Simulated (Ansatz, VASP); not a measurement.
# Two plane-wave programs on RbHg

```
CELL_PARAMETERS angstrom
3.46123 0.00000 0.00000
-1.73062 2.99752 0.00000
0.00000 0.00000 6.50813
ATOMIC_POSITIONS crystal
Rb 0.00000 0.00000 0.50000
Hg 0.00000 0.00000 0.00000
```

Alike in both runs: task single point; functional PBE; k mesh 6 × 6 × 4; occupations gaussian, width 0.1 eV; no spin polarisation.

|  | VASP | Ansatz |
| --- | --- | --- |
| version | VASP 6.6.1 | Ansatz 0.2.0 |
| potentials or method | VASP PAW PBE potentials, release 64 (Rb_sv, Hg), cutoff 520 eV | scalar-relativistic, plane waves, PAW |
| valence electrons in the cell | 21 | 29 |

|  | VASP | Ansatz | Ansatz less VASP |
| --- | --- | --- | --- |
| gap on the k mesh at the Fermi level (eV) | none | none | - |
| pressure (GPa) | 5.6 | 5.6 | -0.06 |
| traceless stress, the component that is largest in VASP (GPa) | -0.30 | -0.33 | -0.030 |

A gap of «none» marks a metal or a gap that the smearing closes. The functional is the same, so the differences come from potentials, cutoffs and numerics. VASP's potentials hold 21 valence electrons a cell and Ansatz's 29, so a difference there can come from the potentials and not from the codes.

Spin-orbit coupling is off throughout.
